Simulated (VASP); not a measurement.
# Ge3Pd (Pm-3m) in VASP: notebook

Ge3Pd is run at these levels: PBEsol, PBE; tasks: relaxation of cell and atoms, single point.

Program: VASP 6.6.1. These are calculated values, not measurements. Logs are shortened: lines on timing, memory, paths and dates and some standing lists are left out, and cuts for length are marked.

### 1 The cell of the first run

Symmetry: Pm-3m, No. 221, cubic system. The conventional cell has a = 4.142 Å, b = 4.142 Å, c = 4.142 Å, α = 90.00°, β = 90.00°, γ = 90.00°. Pd (site symmetry m-3m) has 12 Ge at 2.93 Å within 3.9 Å. Within 3.9 Å of Ge (site symmetry 4/mmm) lie 4 Pd at 2.93 Å and 8 Ge at 2.93 Å.

### 2 Relaxation of cell and atoms, PBEsol

INCAR

```
PREC     = Accurate       # precision mode
ENCUT    = 600            # plane-wave cutoff, eV
EDIFF    = 1E-6           # SCF threshold, eV
ISMEAR   = -1             # smearing method
SIGMA    = 0.05           # smearing width, eV
LREAL    = F              # projectors in reciprocal space
LASPH    = T              # aspherical terms in the spheres
NELM     = 60             # most SCF steps
ALGO     = Normal         # electronic algorithm
ISIF     = 3              # what is computed and relaxed
LWAVE    = F              # write WAVECAR
LCHARG   = F              # write CHGCAR
GGA      = PS             # functional
IBRION   = 2              # ionic algorithm
NSW      = 80             # ionic steps
EDIFFG   = -0.01          # ionic threshold
```

KPOINTS

```
Automatic mesh
0
Gamma
  7 7 7
```

POSCAR

```
Ge3Pd
1.0
    4.1420230000      0.0000000000      0.0000000000
    0.0000000000      4.1420230000      0.0000000000
    0.0000000000      0.0000000000      4.1420230000
Pd Ge
1 3
Direct
    0.0000000000      0.0000000000      0.0000000000
    0.5000000000      0.5000000000      0.0000000000
    0.5000000000      0.0000000000      0.5000000000
    0.0000000000      0.5000000000      0.5000000000
```

Potentials or basis: VASP PAW PBE potentials, release 64 (Pd, Ge_d).

On the command line:

```sh
> cat potpaw_PBE.64/Pd/POTCAR potpaw_PBE.64/Ge_d/POTCAR > POTCAR
> mpirun -np 1 vasp_std > vasp.out
```

OUTCAR:

```text
PREC = Accurate
   ENCUT = 600
   EDIFF = 1E-6
   ISMEAR = -1
   LREAL = F
   LASPH = T
   NELM = 60
   ISIF = 3
   GGA = PS
   IBRION = 2
   NSW = 80
   EDIFFG = -0.01

 ion  position               nearest neighbor table
   1  0.000  0.000  0.000-   2 2.93   3 2.93   4 2.93   3 2.93   4 2.93   2 2.93   4 2.93   4 2.93
                             2 2.93   3 2.93   3 2.93   2 2.93
   2  0.500  0.500  0.000-   1 2.93   1 2.93   1 2.93   1 2.93
   3  0.500  0.000  0.500-   1 2.93   1 2.93   1 2.93   1 2.93
   4  0.000  0.500  0.500-   1 2.93   1 2.93   1 2.93   1 2.93

  LATTYP: Found a simple cubic cell.
 ALAT       =     4.1420230000

  Lattice vectors:

 A1 = (   4.1420230000,   0.0000000000,   0.0000000000)
 A2 = (   0.0000000000,   4.1420230000,   0.0000000000)
 A3 = (   0.0000000000,   0.0000000000,   4.1420230000)

Analysis of symmetry for initial positions (statically):
=====================================================================
 Subroutine PRICEL returns:
 Original cell was already a primitive cell.

 Routine SETGRP: Setting up the symmetry group for a
 simple cubic supercell.

 Subroutine GETGRP returns: Found 48 space group operations
 (whereof 48 operations were pure point group operations)
 out of a pool of 48 trial point group operations.

The static configuration has the point symmetry O_h .

Analysis of symmetry for dynamics (positions and initial velocities):
=====================================================================
 Subroutine PRICEL returns:
 Original cell was already a primitive cell.

 Routine SETGRP: Setting up the symmetry group for a
 simple cubic supercell.

 Subroutine GETGRP returns: Found 48 space group operations
 (whereof 48 operations were pure point group operations)
 out of a pool of 48 trial point group operations.

The dynamic configuration has the point symmetry O_h .

 Subroutine INISYM returns: Found 48 space group operations
 (whereof 48 operations are pure point group operations),
 and found     1 'primitive' translations

----------------------------------------------------------------------------------------

                                     Primitive cell

[... 73 lines left out ...]
   total plane-waves  NPLWV =  46656
   dimension x,y,z NGX =    36 NGY =   36 NGZ =   36
   dimension x,y,z NGXF=    72 NGYF=   72 NGZF=   72
   ions per type =               1   3
   NGX,Y,Z   is equivalent  to a cutoff of  14.45, 14.45, 14.45 a.u.
   NGXF,Y,Z  is equivalent  to a cutoff of  28.90, 28.90, 28.90 a.u.
 SYSTEM =  unknown system
   PREC   = accura    normal or accurate (medium, high low for compatibility)
   ISTART =      0    job   : 0-new  1-cont  2-samecut
   ICHARG =      2    charge: 1-file 2-atom 10-const
   ISPIN  =      1    spin polarized calculation?
   LNONCOLLINEAR =      F non collinear calculations
   LSORBIT =      F    spin-orbit coupling
   LASPH  =      T    aspherical Exc in radial PAW
   ENCUT  =  600.0 eV  44.10 Ry    6.64 a.u.   8.27  8.27  8.27*2*pi/ulx,y,z
   NELM   =     60;   NELMIN=  2; NELMDL= -5     # of ELM steps
   EDIFF  = 0.1E-05   stopping-criterion for ELM
   LREAL  =      F    real-space projection
   EDIFFG = -.1E-01   stopping-criterion for IOM
   NSW    =     80    number of steps for IOM
   IBRION =      2    ionic relax: 0-MD 1-quasi-New 2-CG
   NFREE  =      1    steps in history (QN), initial steepest desc. (CG)
   ISIF   =      3    stress and relaxation
   ISYM   =      2    0-nonsym 1-usesym 2-fastsym
   POTIM  = 0.5000    time-step for ionic-motion
   TEBEG  =    0.0;   TEEND  =   0.0 temperature during run
   PSTRESS=    0.0 pullay stress
   NELECT =      52.0000    total number of electrons
   NUPDOWN=      -1.0000    fix difference up-down
   EMIN   =  10.00;   EMAX   =-10.00  energy-range for DOS
   EFERMI =   0.00;   METHOD = LEGACY
   ISMEAR =    -1;   SIGMA  =   0.05  broadening in eV -4-tet -1-fermi 0-gaus
   EFERMI_NEDOS =   21; number of points for ismear=-14 and -15
   IALGO  =     38    algorithm
   IMIX   =      4    mixing-type and parameters
     AMIX     =   0.40;   BMIX     =  1.00
     AMIX_MAG =   1.60;   BMIX_MAG =  1.00
  volume/ion in A,a.u.               =      17.77       119.89
  Fermi-wavevector in a.u.,A,eV,Ry     =   1.475243  2.787804 29.610913  2.176341
  Thomas-Fermi vector in A             =   2.589916
   LORBIT       =      0    0 simple, 1 ext, 2 COOP (PROOUT), +10 PAW based schemes
   GGA     = PS    functional components
   LHFCALC =     F    Hartree Fock is set to
   AEXX    =    0.0000 exact exchange contribution
   IVDW    =     0    specifies the selected vdW correction
   LEPSILON=     F    determine dielectric tensor
   LRPA    =     F    only Hartree local field effects (RPA)
 conjugate gradient relaxation of ions
 non-spin polarized calculation
  energy-cutoff  :      600.00
  volume of cell :       71.06
 maximum number of plane-waves:      2392
 NGX is ok and might be reduce to    36
   NGX = 17   NGY = 17   NGZ = 17

--------------------------------------- Ionic step        1  -------------------------------------------

 number of electron      52.0000050 magnetization

 Free energy of the ion-electron system (eV)
  ---------------------------------------------------
  ext. energy  EPLUGINS =         0.00000000
  ---------------------------------------------------
  free energy    TOTEN  =       -20.57506198 eV

  energy without entropy =      -20.55752756  energy(sigma->0) =      -20.56629477

------------------------ aborting loop because EDIFF is reached ----------------------------------------

  FORCE on cell =-STRESS in cart. coord.  units (eV):
  Direction    XX          YY          ZZ          XY          YZ          ZX
  --------------------------------------------------------------------------------------
  -------------------------------------------------------------------------------------
  Total       -2.0850738     -2.0850738     -2.0850738      0.0000000      0.0000000     -0.0000000
  in kB      -47.0104601    -47.0104601    -47.0104601      0.0000000      0.0000000     -0.0000000
  external PRESSURE =     -47.0104601 kB  Pullay stress =       0.0000000 kB
[... 63 lines left out ...]
--------------------------------------- Ionic step        3  -------------------------------------------

 number of electron      51.9999985 magnetization

 Free energy of the ion-electron system (eV)
  ---------------------------------------------------
  ext. energy  EPLUGINS =         0.00000000
  ---------------------------------------------------
  free energy    TOTEN  =       -20.62990309 eV

  energy without entropy =      -20.61499602  energy(sigma->0) =      -20.62244955

 E-fermi :   8.0669     XC(G=0): -12.1362

 val. band max:        8.0481515042   @ k =   0.4286   0.4286   0.1429
 cond. band min:       8.1531146762   @ k =   0.4286   0.0000   0.0000
 fundamental gap:      0.1049631720
 Fermi energy:         8.0668856702

 k-point     1 :       0.0000    0.0000    0.0000
  band No.  band energies     occupation
      1     -16.6788      2.00000
      2     -16.6788      2.00000
      3     -16.6788      2.00000
      4     -16.6665      2.00000
      5     -16.6074      2.00000
      6     -16.6074      2.00000
[... 700 lines left out ...]
  FREE ENERGIE OF THE ION-ELECTRON SYSTEM (eV)
  ---------------------------------------------------
  free  energy   TOTEN  =       -20.6299030853 eV

  energy  without entropy=      -20.6149960198  energy(sigma->0) =      -20.62244955

 reached required accuracy - stopping structural energy minimisation
```

OSZICAR:

```text
N       E                     dE             d eps       ncg     rms          rms(c)
DAV:   1     0.483881269794E+03    0.48388E+03   -0.27998E+04  1534   0.497E+03
DAV:   2     0.596309937402E+02   -0.42425E+03   -0.41489E+03  1240   0.945E+02
DAV:   3    -0.167891460552E+02   -0.76420E+02   -0.75264E+02  1422   0.221E+02
DAV:   4    -0.206965417820E+02   -0.39074E+01   -0.38867E+01  1429   0.555E+01
[... 27 lines left out ...]
DAV:   5    -0.206300975441E+02    0.16930E-02   -0.58145E-03  1535   0.124E+00    0.126E-01
DAV:   6    -0.206299181166E+02    0.17943E-03   -0.71240E-04  1404   0.318E-01    0.378E-02
DAV:   7    -0.206299046254E+02    0.13491E-04   -0.74544E-05  1408   0.970E-02    0.885E-03
DAV:   8    -0.206299031447E+02    0.14807E-05   -0.45857E-06  1069   0.241E-02    0.127E-03
DAV:   9    -0.206299030853E+02    0.59415E-07   -0.29283E-07   718   0.483E-03
   3 F= -.20629903E+02 E0= -.20622450E+02  d E =-.548411E-01
```

CONTCAR:

```text
Ge3Pd
   1.00000000000000
     4.0714673961834711    0.0000000000000000   -0.0000000000000000
     0.0000000000000000    4.0714673961834711   -0.0000000000000000
     0.0000000000000000    0.0000000000000000    4.0714673961834711
  Pd              Ge
     1     3
Direct
     0.0000000000000000    0.0000000000000000    0.0000000000000000
     0.5000000000000000    0.5000000000000000    0.0000000000000000
     0.5000000000000000    0.0000000000000000    0.5000000000000000
     0.0000000000000000    0.5000000000000000    0.5000000000000000

  0.00000000E+00  0.00000000E+00  0.00000000E+00
  0.00000000E+00  0.00000000E+00  0.00000000E+00
  0.00000000E+00  0.00000000E+00  0.00000000E+00
  0.00000000E+00  0.00000000E+00  0.00000000E+00
```

Wall time 3.3 min (1 thread of Intel Xeon 8259CL, shared host); peak memory 0.24 GiB.

Results:

| Quantity | Value |
| --- | --- |
| Free energy | -20.6299 eV |
| Relaxed volume | 16.87 Å³/atom |
| Relaxed cell | a = 4.071 Å, b = 4.071 Å, c = 4.071 Å, α = 90.00°, β = 90.00°, γ = 90.00° |
| Space group after relaxing (to 0.05 Å) | Pm-3m (No. 221) |
| Energy gained by relaxing | 13.7 meV/atom |
| Ionic steps | 3 |
| Pressure after relaxing | 0.0 GPa |
| Band gap on the k mesh | zero (band 26 reaches 8.28 eV, above the bottom of band 27 at 6.59 eV) |

Step by step:
```tsv
step	energy change (eV)	largest force (eV/Å)	pressure (GPa)	volume (Å³)
1	0.0000	0.0000	-4.70	71.06
2	-0.0413	0.0000	2.69	65.83
3	-0.0548	0.0000	0.00	67.49
```

Final structure:
```
Pd Ge
1.0
     4.07147    0.00000    0.00000
     0.00000    4.07147    0.00000
     0.00000    0.00000    4.07147
Pd Ge
1 3
Direct
  0.00000 0.00000 0.00000
  0.50000 0.50000 0.00000
  0.50000 0.00000 0.50000
  0.00000 0.50000 0.50000
```

Levels at points of the mesh, in eV from the Fermi level:
```tsv
k point	band 24	band 25	band 26	band 27	band 28	band 29
(0.00, 0.00, 0.00)	-2.87	-1.53	-1.53	0.74	3.04	3.04
```

Caveat: the PAW data sets were made with another functional, which shifts forces and pressure a little.

(Continued in part 2 of 2.)
